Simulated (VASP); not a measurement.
# Ta (P6_3/mmc) in VASP: relaxation of cell and atoms with r2SCAN

Aim: the relaxation of cell and atoms of Ta with r2SCAN.

All numbers are computed with VASP 6.6.1; they aren't measurements. Logs are shortened: lines on timing, memory, paths and dates and some standing lists are left out, and cuts for length are marked.

### Step 1. The cell of the first run

Symmetry: P6_3/mmc, No. 194, hexagonal system. Conventional cell: a = 2.940 Å, b = 2.940 Å, c = 4.801 Å, α = 90.00°, β = 90.00°, γ = 120.00°. Within 3.9 Å of Ta (site symmetry -6m2) lie 12 Ta at 2.94 Å.

This isn't the form of Ta at room conditions, which is bcc.

### Step 2. Relaxation of cell and atoms, r2SCAN

POSCAR

```
Ta
1.0
    2.9400000000      0.0000000000      0.0000000000
   -1.4700000000      2.5461146871      0.0000000000
    0.0000000000      0.0000000000      4.8010200000
Ta
2
Direct
    0.3333333333      0.6666666667      0.2500000000
    0.6666666667      0.3333333333      0.7500000000
```

INCAR.step1

```
SYSTEM = Ta
  ALGO = Normal
  EDIFF = 1E-4
  ENCUT = 600
  GGA = PE
  ISMEAR = 1
  LASPH = .TRUE.
  LCHARG = .FALSE.
  LREAL = .FALSE.
  LWAVE = .TRUE.
  NELM = 80
  PREC = Accurate
  SIGMA = 0.05
```

INCAR.step2

```
SYSTEM = Ta
  ALGO = Normal
  EDIFF = 1E-6
  EDIFFG = -0.01
  ENCUT = 600
  IBRION = 2
  ISIF = 3
  ISMEAR = 1
  ISTART = 1
  LASPH = .TRUE.
  LCHARG = .FALSE.
  LMIXTAU = .TRUE.
  LREAL = .FALSE.
  LWAVE = .FALSE.
  METAGGA = R2SCAN
  NELM = 80
  NSW = 80
  PREC = Accurate
  SIGMA = 0.05
```

KPOINTS

```
k-points
0
G
  16 16 9
  0 0 0
```

Potentials or basis: VASP PAW PBE potentials, release 64 (Ta_pv).

Command:

```bash
cat potpaw_PBE.64/Ta_pv/POTCAR > POTCAR
cp INCAR.step1 INCAR
mpirun -np 1 vasp_std > vasp.out
cp INCAR.step2 INCAR
mpirun -np 1 vasp_std > vasp.out
```

OUTCAR:

```text
SYSTEM = Ta
   EDIFF = 1E-6
   EDIFFG = -0.01
   ENCUT = 600
   IBRION = 2
   ISIF = 3
   ISMEAR = 1
   ISTART = 1
   LASPH = .TRUE.
   LREAL = .FALSE.
   METAGGA = R2SCAN
   NELM = 80
   NSW = 80
   PREC = Accurate

 ion  position               nearest neighbor table
   1  0.333  0.667  0.250-   2 2.94   2 2.94   2 2.94   2 2.94   2 2.94   2 2.94
   2  0.667  0.333  0.750-   1 2.94   1 2.94   1 2.94   1 2.94   1 2.94   1 2.94

  LATTYP: Found a hexagonal cell.
 ALAT       =     2.9400000000
 C/A-ratio  =     1.6330000000

  Lattice vectors:

 A1 = (   2.9400000000,   0.0000000000,   0.0000000000)
 A2 = (  -1.4700000000,   2.5461146871,   0.0000000000)
 A3 = (   0.0000000000,   0.0000000000,   4.8010200000)

Analysis of symmetry for initial positions (statically):
=====================================================================
 Subroutine PRICEL returns:
 Original cell was already a primitive cell.

 Routine SETGRP: Setting up the symmetry group for a
 hexagonal supercell.

 Subroutine GETGRP returns: Found 24 space group operations
 (whereof 12 operations were pure point group operations)
 out of a pool of 24 trial point group operations.

The static configuration has the point symmetry D_3d.
 The point group associated with its full space group is D_6h.

Analysis of symmetry for dynamics (positions and initial velocities):
=====================================================================
 Subroutine PRICEL returns:
 Original cell was already a primitive cell.

 Routine SETGRP: Setting up the symmetry group for a
 hexagonal supercell.

 Subroutine GETGRP returns: Found 24 space group operations
 (whereof 12 operations were pure point group operations)
 out of a pool of 24 trial point group operations.

The dynamic configuration has the point symmetry D_3d.
 The point group associated with its full space group is D_6h.

 Subroutine INISYM returns: Found 24 space group operations
 (whereof 12 operations are pure point group operations),
 and found     1 'primitive' translations

----------------------------------------------------------------------------------------

                                     Primitive cell

  volume of cell :      35.9384

  direct lattice vectors                    reciprocal lattice vectors
     2.940000000  0.000000000  0.000000000     0.340136054  0.196377643  0.000000000
    -1.470000000  2.546114687  0.000000000     0.000000000  0.392755285  0.000000000
     0.000000000  0.000000000  4.801020000     0.000000000  0.000000000  0.208289072

  length of vectors
     2.940000000  2.940000000  4.801020000     0.392755285  0.392755285  0.208289072

  position of ions in fractional coordinates (direct lattice)
     0.333333333  0.666666667  0.250000000
     0.666666667  0.333333333  0.750000000

  ion indices of the primitive-cell ions
   primitive index   ion index
                 1           1
                 2           2

----------------------------------------------------------------------------------------

 KPOINTS: k-points

Automatic generation of k-mesh.
 Grid dimensions read from file:
 generate k-points for:   16   16    9

 Generating k-lattice:

  Cartesian coordinates                     Fractional coordinates (reciprocal lattice)
     0.021258503  0.012273603  0.000000000     0.062500000 -0.000000000  0.000000000
     0.000000000  0.024547205  0.000000000     0.000000000  0.062500000  0.000000000
     0.000000000  0.000000000  0.023143230     0.000000000  0.000000000  0.111111111

  Length of vectors
     0.024547205  0.024547205  0.023143230

  Shift w.r.t. Gamma in fractional coordinates (k-lattice)
     0.000000000  0.000000000  0.000000000

 Subroutine IBZKPT returns following result:
 ===========================================

 Found    150 irreducible k-points:

 Following reciprocal coordinates:
            Coordinates               Weight
  0.000000  0.000000  0.000000      1.000000
  0.062500 -0.000000  0.000000      6.000000
  0.125000 -0.000000  0.000000      6.000000
  0.187500 -0.000000  0.000000      6.000000
  0.250000 -0.000000  0.000000      6.000000
  0.312500  0.000000  0.000000      6.000000
[... 16 lines left out ...]
  0.187500  0.187500  0.000000      6.000000
  0.250000  0.187500  0.000000     12.000000
 [... further k-points ...]
   k-points           NKPTS =    150   k-points in BZ     NKDIM =    150   number of bands    NBANDS=     15
   number of dos      NEDOS =    301   number of ions     NIONS =      2
   total plane-waves  NPLWV =  23040
   dimension x,y,z NGX =    24 NGY =   24 NGZ =   40
   dimension x,y,z NGXF=    48 NGYF=   48 NGZF=   80
   ions per type =               2
   NGX,Y,Z   is equivalent  to a cutoff of  13.57, 13.57, 13.85 a.u.
   NGXF,Y,Z  is equivalent  to a cutoff of  27.14, 27.14, 27.70 a.u.
 SYSTEM =  Ta
   PREC   = accura    normal or accurate (medium, high low for compatibility)
   ISTART =      1    job   : 0-new  1-cont  2-samecut
   ICHARG =      0    charge: 1-file 2-atom 10-const
   ISPIN  =      1    spin polarized calculation?
   LNONCOLLINEAR =      F non collinear calculations
   LSORBIT =      F    spin-orbit coupling
   LASPH  =      T    aspherical Exc in radial PAW
   ENCUT  =  600.0 eV  44.10 Ry    6.64 a.u.   5.87  5.87  9.59*2*pi/ulx,y,z
   NELM   =     80;   NELMIN=  2; NELMDL=  0     # of ELM steps
   EDIFF  = 0.1E-05   stopping-criterion for ELM
   LREAL  =      F    real-space projection
   EDIFFG = -.1E-01   stopping-criterion for IOM
   NSW    =     80    number of steps for IOM
   IBRION =      2    ionic relax: 0-MD 1-quasi-New 2-CG
   NFREE  =      1    steps in history (QN), initial steepest desc. (CG)
   ISIF   =      3    stress and relaxation
   ISYM   =      2    0-nonsym 1-usesym 2-fastsym
   POTIM  = 0.5000    time-step for ionic-motion
   TEBEG  =    0.0;   TEEND  =   0.0 temperature during run
   PSTRESS=    0.0 pullay stress
   NELECT =      22.0000    total number of electrons
   NUPDOWN=      -1.0000    fix difference up-down
   EMIN   =  10.00;   EMAX   =-10.00  energy-range for DOS
   EFERMI =   0.00;   METHOD = LEGACY
   ISMEAR =     1;   SIGMA  =   0.05  broadening in eV -4-tet -1-fermi 0-gaus
   EFERMI_NEDOS =   21; number of points for ismear=-14 and -15
   IALGO  =     38    algorithm
   IMIX   =      4    mixing-type and parameters
     AMIX     =   0.40;   BMIX     =  1.00
     AMIX_MAG =   1.60;   BMIX_MAG =  1.00
  volume/ion in A,a.u.               =      17.97       121.26
  Fermi-wavevector in a.u.,A,eV,Ry     =   1.390047  2.626808 26.289591  1.932230
  Thomas-Fermi vector in A             =   2.514019
   LORBIT       =      0    0 simple, 1 ext, 2 COOP (PROOUT), +10 PAW based schemes
   METAGGA = R2SCAN    functional components
   LHFCALC =     F    Hartree Fock is set to
   AEXX    =    0.0000 exact exchange contribution
   IVDW    =     0    specifies the selected vdW correction
   LEPSILON=     F    determine dielectric tensor
   LRPA    =     F    only Hartree local field effects (RPA)
 conjugate gradient relaxation of ions
 non-spin polarized calculation
 Methfessel and Paxton  Order N= 1 SIGMA  =   0.05
  energy-cutoff  :      600.00
  volume of cell :       35.94
 maximum number of plane-waves:      1213
 NGX is ok and might be reduce to    24
   NGX = 11   NGY = 11   NGZ = 19

--------------------------------------- Ionic step        1  -------------------------------------------

 number of electron      22.0000002 magnetization

 Free energy of the ion-electron system (eV)
  ---------------------------------------------------
  ext. energy  EPLUGINS =         0.00000000
  ---------------------------------------------------
  free energy    TOTEN  =       -96.43939439 eV

  energy without entropy =      -96.43909778  energy(sigma->0) =      -96.43929552

------------------------ aborting loop because EDIFF is reached ----------------------------------------

  FORCE on cell =-STRESS in cart. coord.  units (eV):
  Direction    XX          YY          ZZ          XY          YZ          ZX
  --------------------------------------------------------------------------------------
  -------------------------------------------------------------------------------------
  Total        0.4107997      0.4107997      3.5527318      0.0000000      0.0000000      0.0000000
  in kB       18.3139447     18.3139447    158.3850549      0.0000000      0.0000000      0.0000000
  external PRESSURE =      65.0043148 kB  Pullay stress =       0.0000000 kB

 VOLUME and BASIS-vectors are now :
 -----------------------------------------------------------------------------
  energy-cutoff  :      600.00
  volume of cell :       35.94
      direct lattice vectors                 reciprocal lattice vectors
     2.940000000  0.000000000  0.000000000     0.340136054  0.196377643  0.000000000
    -1.470000000  2.546114687  0.000000000     0.000000000  0.392755285  0.000000000
     0.000000000  0.000000000  4.801020000     0.000000000  0.000000000  0.208289072
[... 217 lines left out ...]
 POSITION                                       TOTAL-FORCE (eV/Angst)
 -----------------------------------------------------------------------------------
     -0.00000      1.66801      1.27049         0.000000      0.000000      0.000000
      1.44454      0.83401      3.81147        -0.000000     -0.000000     -0.000000
 -----------------------------------------------------------------------------------
    total drift:                                0.000000     -0.000000      0.000000

  FREE ENERGIE OF THE ION-ELECTRON SYSTEM (eV)
  ---------------------------------------------------
  free  energy   TOTEN  =       -96.5542233806 eV

  energy  without entropy=      -96.5544943419  energy(sigma->0) =      -96.55431370

--------------------------------------- Ionic step        8  -------------------------------------------

 number of electron      22.0000003 magnetization

 Free energy of the ion-electron system (eV)
  ---------------------------------------------------
  ext. energy  EPLUGINS =         0.00000000
  ---------------------------------------------------
  free energy    TOTEN  =       -96.55659092 eV

  energy without entropy =      -96.55667478  energy(sigma->0) =      -96.55661888

 E-fermi :   5.5510     XC(G=0): -13.5841

 val. band max:        5.5487320962   @ k =   0.3125   0.0625   0.0000
 cond. band min:       5.5557529811   @ k =   0.1875  -0.0000   0.4444
 fundamental gap:      0.0070208849
 Fermi energy:         5.5510080984

 k-point     1 :       0.0000    0.0000    0.0000
  band No.  band energies     occupation
      1     -30.2280      2.00000
      2     -29.3089      2.00000
      3     -29.2293      2.00000
      4     -29.2293      2.00000
      5     -29.1365      2.00000
      6     -29.1365      2.00000
      7      -3.1141      2.00000
      8       0.3797      2.00000
      9       5.0425      2.00000
     10       5.3141      2.00000
     11       6.2383     -0.00000
     12       6.2383     -0.00000
     13       6.8537      0.00000
     14       6.8537      0.00000
     15       8.7905      0.00000
[... 397 lines left out ...]
 k-point    24 :       0.2500    0.1875    0.0000
  band No.  band energies     occupation
      1     -30.0624      2.00000
      2     -30.0066      2.00000
      3     -29.8377      2.00000
      4     -29.5902      2.00000
      5     -29.4786      2.00000
      6     -29.4168      2.00000
      7       1.2326      2.00000
      8       2.6530      2.00000
      9       3.0651      2.00000
     10       3.7600      2.00000
     11       5.3389      2.00000
     12       5.5665      0.50337
     13       6.4720     -0.00000
     14       8.0818      0.00000
     15      10.6817      0.00000

 [... further k-points ...]
[... 5 lines left out ...]
  --------------------------------------------------------------------------------------
  -------------------------------------------------------------------------------------
  Total       -0.0121586     -0.0121586      0.0028669      0.0000000      0.0000000      0.0000000
  in kB       -0.5251861     -0.5251861      0.1238366      0.0000000      0.0000000      0.0000000
  external PRESSURE =      -0.3088452 kB  Pullay stress =       0.0000000 kB

 VOLUME and BASIS-vectors are now :
 -----------------------------------------------------------------------------
  energy-cutoff  :      600.00
  volume of cell :       37.09
      direct lattice vectors                 reciprocal lattice vectors
     2.894084382  0.000000000 -0.000000000     0.345532427  0.199493240  0.000000000
    -1.447042191  2.506350596  0.000000000    -0.000000000  0.398986479  0.000000000
    -0.000000000 -0.000000000  5.113620072     0.000000000 -0.000000000  0.195556179

 POSITION                                       TOTAL-FORCE (eV/Angst)
 -----------------------------------------------------------------------------------
     -0.00000      1.67090      1.27841        -0.000000     -0.000000      0.000000
      1.44704      0.83545      3.83522         0.000000      0.000000     -0.000000
 -----------------------------------------------------------------------------------
    total drift:                                0.000000     -0.000000      0.000000

  FREE ENERGIE OF THE ION-ELECTRON SYSTEM (eV)
  ---------------------------------------------------
  free  energy   TOTEN  =       -96.5565909244 eV

  energy  without entropy=      -96.5566747797  energy(sigma->0) =      -96.55661888

 reached required accuracy - stopping structural energy minimisation
```

Wall time 24 min (1 thread of Intel Xeon Platinum 8375C at 2.90GHz (Ice Lake), shared host); peak memory 0.24 GiB.

What came out:

```yaml
Free_energy: -96.5566 eV
Relaxed_volume: 18.55 Å³/atom
Relaxed_cell: a = 2.894 Å, b = 2.894 Å, c = 5.114 Å, α = 90.00°, β = 90.00°, γ = 120.00°
Space_group_after_relaxing_to_0.1_Å: P6_3/mmc (No. 194)
Energy_gained_by_relaxing: 58.6 meV/atom
Ionic_steps: 8
Pressure_after_relaxing: 0.0 GPa
Band_gap_on_the_k_mesh: zero (bands 11 and 12 overlap by 1.86 eV)
```

Step by step:
```
step  energy change (eV)  largest force (eV/Å)  pressure (GPa)  volume (Å³)
   1              0.0000                0.0000            6.50        35.94
   2             -0.0037                0.0000          -12.42        39.80
   3             -0.0745                0.0000           -4.11        37.85
   4             -0.0980                0.0000            1.16        36.95
   5             -0.1161                0.0000           -1.12        37.31
   6             -0.1161                0.0000           -1.26        37.33
   7             -0.1148                0.0000            1.81        36.74
   8             -0.1172                0.0000           -0.03        37.09
```

Final structure:
```
Ta
1.0
     2.89408    0.00000    0.00000
    -1.44704    2.50635    0.00000
     0.00000    0.00000    5.11362
Ta
2
Direct
  0.33333 0.66667 0.25000
  0.66667 0.33333 0.75000
```

Caveat: the PAW data sets were made with another functional, which shifts forces and pressure a little; spin-orbit coupling is left out, which moves the levels of the heavy elements.
